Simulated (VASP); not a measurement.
# GaP (F-43m) in VASP: a series of runs

Runs on GaP. Level: PBEsol. Tasks: single point, relaxation of cell and atoms.

Everything below comes from runs of VASP 6.6.1. Logs are shortened: lines on timing, memory, paths and dates and some standing lists are left out, and cuts for length are marked.

### Step 1. The cell of the first run

Symmetry: F-43m, No. 216, cubic system. The conventional cell has a = 5.483 Å, b = 5.483 Å, c = 5.483 Å, α = 90.00°, β = 90.00°, γ = 90.00°. Within 3.1 Å of Ga (site symmetry -43m) lie 4 P at 2.37 Å. Within 3.1 Å of P (site symmetry -43m) lie 4 Ga at 2.37 Å.

### Step 2. Single point, PBEsol, non-collinear spin, zero start, spin-orbit coupling

INCAR reads:

```
SYSTEM = GaP
ALGO = Normal
EDIFF = 1E-6
ENCUT = 520
GGA = PS
GGA_COMPAT = .FALSE.
ISIF = 2
ISMEAR = 0
LASPH = .TRUE.
LCHARG = .FALSE.
LORBIT = 11
LORBMOM = .TRUE.
LREAL = .FALSE.
LSORBIT = .TRUE.
LWAVE = .FALSE.
MAGMOM = 0 0 0 0 0 0
NBANDS = 30
NELM = 150
PREC = Accurate
SIGMA = 0.01
```

KPOINTS reads:

```
k-points
0
G
  8 8 8
  0 0 0
```

POSCAR reads:

```
GaP
1.0
    2.7414772856      2.7414772856      0.0000000000
   -2.7414772856      2.7414772856      0.0000000000
    0.0000000000      2.7414772856      2.7414772856
Ga P
1 1
Direct
    0.0000000000      0.0000000000      0.0000000000
    0.7500000000      0.2500000000      0.5000000000
```

Potentials or basis: VASP PAW PBE potentials, release 64 (Ga_d, P).

The run is started by

```bash
> cat potpaw_PBE.64/Ga_d/POTCAR potpaw_PBE.64/P/POTCAR > POTCAR
> mpirun -np 1 vasp_ncl > vasp.out
```

OUTCAR:

```text
SYSTEM = GaP
   EDIFF = 1E-6
   ENCUT = 520
   GGA = PS
   ISIF = 2
   ISMEAR = 0
   LASPH = .TRUE.
   LORBIT = 11
   LREAL = .FALSE.
   LSORBIT = .TRUE.
   NELM = 150
   PREC = Accurate

 ion  position               nearest neighbor table
   1  0.000  0.000  0.000-   2 2.37   2 2.37   2 2.37   2 2.37
   2  0.750  0.250  0.500-   1 2.37   1 2.37   1 2.37   1 2.37

  LATTYP: Found a face centered cubic cell.
 ALAT       =     5.4829545712

  Lattice vectors:

 A1 = (   0.0000000000,   2.7414772856,   2.7414772856)
 A2 = (   2.7414772856,   0.0000000000,   2.7414772856)
 A3 = (   2.7414772856,   2.7414772856,   0.0000000000)

Analysis of symmetry for initial positions (statically):
=====================================================================
 Subroutine PRICEL returns:
 Original cell was already a primitive cell.

 Routine SETGRP: Setting up the symmetry group for a
 face centered cubic supercell.

 Subroutine GETGRP returns: Found 24 space group operations
 (whereof 24 operations were pure point group operations)
 out of a pool of 48 trial point group operations.

The static configuration has the point symmetry T_d .

Analysis of symmetry for dynamics (positions and initial velocities):
=====================================================================
 Subroutine PRICEL returns:
 Original cell was already a primitive cell.

 Routine SETGRP: Setting up the symmetry group for a
 face centered cubic supercell.

 Subroutine GETGRP returns: Found 24 space group operations
 (whereof 24 operations were pure point group operations)
 out of a pool of 48 trial point group operations.

The dynamic configuration has the point symmetry T_d .

Analysis of structural, dynamic, and magnetic symmetry:
=====================================================================
 Subroutine PRICEL returns:
 Original cell was already a primitive cell.

 Routine SETGRP: Setting up the symmetry group for a
 face centered cubic supercell.

 Subroutine GETGRP returns: Found 24 space group operations
 (whereof 24 operations were pure point group operations)
 out of a pool of 48 trial point group operations.

The overall configuration has the point symmetry T_d .

 Subroutine INISYM returns: Found 24 space group operations
 (whereof 24 operations are pure point group operations),
 and found     1 'primitive' translations

----------------------------------------------------------------------------------------

                                     Primitive cell

  volume of cell :      41.2082

  direct lattice vectors                    reciprocal lattice vectors
     2.741477286  2.741477286  0.000000000     0.182383419  0.182383419 -0.182383419
    -2.741477286  2.741477286  0.000000000    -0.182383419  0.182383419 -0.182383419
     0.000000000  2.741477286  2.741477286     0.000000000  0.000000000  0.364766838

  length of vectors
     3.877034358  3.877034358  3.877034358     0.315897348  0.315897348  0.364766838

  position of ions in fractional coordinates (direct lattice)
     0.000000000  0.000000000  0.000000000
     0.750000000  0.250000000  0.500000000

  ion indices of the primitive-cell ions
   primitive index   ion index
                 1           1
                 2           2

----------------------------------------------------------------------------------------

 KPOINTS: k-points

Automatic generation of k-mesh.
 Grid dimensions read from file:
 generate k-points for:    8    8    8

 Generating k-lattice:

  Cartesian coordinates                     Fractional coordinates (reciprocal lattice)
     0.022797927  0.022797927 -0.022797927     0.125000000  0.000000000  0.000000000
    -0.022797927  0.022797927 -0.022797927     0.000000000  0.125000000  0.000000000
     0.000000000  0.000000000  0.045595855     0.000000000  0.000000000  0.125000000

[... 91 lines left out ...]
 NGX is ok and might be reduce to    30
   NGX = 15   NGY = 15   NGZ = 15

 number of electron      17.9999996 magnetization       0.0000000      0.0000000      0.0000000

 number of electron      17.9999996 magnetization      -0.0000000     -0.0000000     -0.0000000

 number of electron      17.9999996 magnetization       0.0000000      0.0000000     -0.0000000

 number of electron      17.9999996 magnetization      -0.0000000     -0.0000000      0.0000000

 Free energy of the ion-electron system (eV)
  ---------------------------------------------------
  ext. energy  EPLUGINS =         0.00000000
  ---------------------------------------------------
  free energy    TOTEN  =        -9.92087589 eV

  energy without entropy =       -9.92087589  energy(sigma->0) =       -9.92087589

 E-fermi :   4.4798     XC(G=0):  -9.9408

 val. band max:        4.4151422884   @ k =   0.0000   0.0000   0.0000
 cond. band min:       5.9193528941   @ k =   0.5000   0.0000   0.0000
 fundamental gap:      1.5042106057
 Fermi energy:         4.4797641485

 k-point     1 :       0.0000    0.0000    0.0000
  band No.  band energies     occupation
      1     -10.3604      1.00000
      2     -10.3604      1.00000
      3     -10.3604      1.00000
      4     -10.3604      1.00000
      5      -9.9414      1.00000
      6      -9.9414      1.00000
[... 781 lines left out ...]
     29      16.0859      0.00000
     30      16.0906      0.00000

 [... further k-points ...]
[... 5 lines left out ...]
  --------------------------------------------------------------------------------------
  -------------------------------------------------------------------------------------
  Total       -0.5504852     -0.5504852     -0.5504852     -0.0000000      0.0000000     -0.0000000
  in kB      -21.4028815    -21.4028815    -21.4028815     -0.0000000      0.0000000     -0.0000000
  external PRESSURE =     -21.4028815 kB  Pullay stress =       0.0000000 kB

 VOLUME and BASIS-vectors are now :
 -----------------------------------------------------------------------------
  energy-cutoff  :      520.00
  volume of cell :       41.21
      direct lattice vectors                 reciprocal lattice vectors
     2.741477286  2.741477286  0.000000000     0.182383419  0.182383419 -0.182383419
    -2.741477286  2.741477286  0.000000000    -0.182383419  0.182383419 -0.182383419
     0.000000000  2.741477286  2.741477286     0.000000000  0.000000000  0.364766838

 POSITION                                       TOTAL-FORCE (eV/Angst)
 -----------------------------------------------------------------------------------
      0.00000      0.00000      0.00000         0.000000     -0.000000      0.000000
      1.37074      4.11222      1.37074        -0.000000      0.000000     -0.000000
 -----------------------------------------------------------------------------------
    total drift:                               -0.000001      0.000000     -0.000000

  FREE ENERGIE OF THE ION-ELECTRON SYSTEM (eV)
  ---------------------------------------------------
  free  energy   TOTEN  =        -9.9208758941 eV

  energy  without entropy=       -9.9208758941  energy(sigma->0) =       -9.92087589

 orbital moment (x)

 # of ion     p       d       tot
 ----------------------------------------
  1         0.000   0.000   0.000
  2        -0.000   0.000  -0.000
 ----------------------------------------
           -0.000   0.000  -0.000

 orbital moment (y)

 # of ion     p       d       tot
 ----------------------------------------
  1        -0.000  -0.000  -0.000
  2         0.000   0.000   0.000
 ----------------------------------------
            0.000  -0.000   0.000

 orbital moment (z)

 # of ion     p       d       tot
 ----------------------------------------
  1        -0.000  -0.000  -0.000
  2         0.000   0.000   0.000
 ----------------------------------------
           -0.000  -0.000  -0.000

 Spin-Orbit-Coupling matrix elements

 Ion:    1  E_soc:     -0.0116809
 l=   1
     0.0000000    -0.0010913    -0.0010913
    -0.0010913     0.0000000    -0.0010913
    -0.0010913    -0.0010913     0.0000000
 l=   2
     0.0000000    -0.0001741     0.0000000    -0.0001741    -0.0006814
    -0.0001741     0.0000000    -0.0005111    -0.0001741    -0.0001704
     0.0000000    -0.0005111     0.0000000    -0.0005111     0.0000000
    -0.0001741    -0.0001741    -0.0005111     0.0000000    -0.0001704
    -0.0006814    -0.0001704     0.0000000    -0.0001704     0.0000000
 l=   3
     0.0000000     0.0000000     0.0000000     0.0000000     0.0000000     0.0000000     0.0000000
     0.0000000     0.0000000     0.0000000     0.0000000     0.0000000     0.0000000     0.0000000
     0.0000000     0.0000000     0.0000000     0.0000000     0.0000000     0.0000000     0.0000000
     0.0000000     0.0000000     0.0000000     0.0000000     0.0000000     0.0000000     0.0000000
     0.0000000     0.0000000     0.0000000     0.0000000     0.0000000     0.0000000     0.0000000
     0.0000000     0.0000000     0.0000000     0.0000000     0.0000000     0.0000000     0.0000000
     0.0000000     0.0000000     0.0000000     0.0000000     0.0000000     0.0000000     0.0000000

 Ion:    2  E_soc:     -0.0008949
 l=   1
     0.0000000    -0.0001492    -0.0001492
    -0.0001492     0.0000000    -0.0001492
    -0.0001492    -0.0001492     0.0000000
 l=   2
     0.0000000     0.0000000     0.0000000     0.0000000     0.0000000
     0.0000000     0.0000000     0.0000000     0.0000000     0.0000000
     0.0000000     0.0000000     0.0000000     0.0000000     0.0000000
     0.0000000     0.0000000     0.0000000     0.0000000     0.0000000
     0.0000000     0.0000000     0.0000000     0.0000000     0.0000000
 l=   3
     0.0000000     0.0000000     0.0000000     0.0000000     0.0000000     0.0000000     0.0000000
     0.0000000     0.0000000     0.0000000     0.0000000     0.0000000     0.0000000     0.0000000
     0.0000000     0.0000000     0.0000000     0.0000000     0.0000000     0.0000000     0.0000000
     0.0000000     0.0000000     0.0000000     0.0000000     0.0000000     0.0000000     0.0000000
     0.0000000     0.0000000     0.0000000     0.0000000     0.0000000     0.0000000     0.0000000
     0.0000000     0.0000000     0.0000000     0.0000000     0.0000000     0.0000000     0.0000000
     0.0000000     0.0000000     0.0000000     0.0000000     0.0000000     0.0000000     0.0000000

 total charge

# of ion       s       p       d       tot
------------------------------------------
    1        0.863   0.834  10.008  11.705
    2        1.019   1.497   0.000   2.516
--------------------------------------------------
tot          1.882   2.331  10.008  14.221

 magnetization (x)

# of ion       s       p       d       tot
------------------------------------------
    1       -0.000   0.000   0.000  -0.000
    2        0.000   0.000   0.000   0.000
--------------------------------------------------
tot          0.000   0.000   0.000   0.000

 magnetization (y)

# of ion       s       p       d       tot
------------------------------------------
    1       -0.000  -0.000  -0.000  -0.000
    2        0.000  -0.000   0.000   0.000
--------------------------------------------------
tot          0.000  -0.000  -0.000  -0.000

 magnetization (z)

# of ion       s       p       d       tot
------------------------------------------
    1       -0.000   0.000   0.000   0.000
    2       -0.000  -0.000   0.000  -0.000
--------------------------------------------------
tot         -0.000   0.000   0.000   0.000
```

It took 57 s on 1 thread of Intel Xeon 6975P-C (Granite Rapids), shared host; peak memory 0.31 GiB.

What came out:

| Property | Result |
| --- | --- |
| Free energy | -9.9209 eV |
| Pressure | -2.1 GPa |
| Net moment | 0.00 μB per cell |
| Valence electrons inside the program's atomic spheres | Ga 11.71; P 2.52 |

Moments on the atoms (μB; x, y, z):
```
Ga  0.00 0.00 0.00
P   0.00 0.00 0.00
```

Caveat: the PAW data sets were made with another functional, which shifts forces and pressure a little.

[end of part 1 of 2]
